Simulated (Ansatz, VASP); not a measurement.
As in VASP and in Ansatz

```
CELL_PARAMETERS angstrom
2.70368 0.00000 0.00000
0.00000 2.70368 0.00000
0.00000 0.00000 2.70368
ATOMIC_POSITIONS crystal
As 0.50000 0.50000 0.50000
```

Alike in both runs: task single point; functional HSE06; k mesh 8 × 8 × 8; occupations fermi-dirac, width 0.05 eV; no spin polarisation.

```csv
,VASP,Ansatz
version,VASP 6.6.1,Ansatz 0.2.0
potentials or method,"VASP PAW PBE potentials, release 64 (As), cutoff 520 eV",all-electron PAW datasets made for the crystal
```

Ansatz gave:

```
gap on the k mesh at the Fermi level (eV) : none
pressure (GPa)                            : 0.1
```

Question: Which values does VASP return?

Answer: gap on the k mesh at the Fermi level (eV): none; pressure (GPa): -0.4.

A gap of «none» marks a metal or a gap that the smearing closes. Ansatz ran all-electron here, and VASP with PAW potentials.

Noted on Ansatz's run: the k mesh is thin for a metal, which can move the energy by tens of meV per atom; the program warned that the printed levels may be off, so bands, gaps and densities of states are rough.
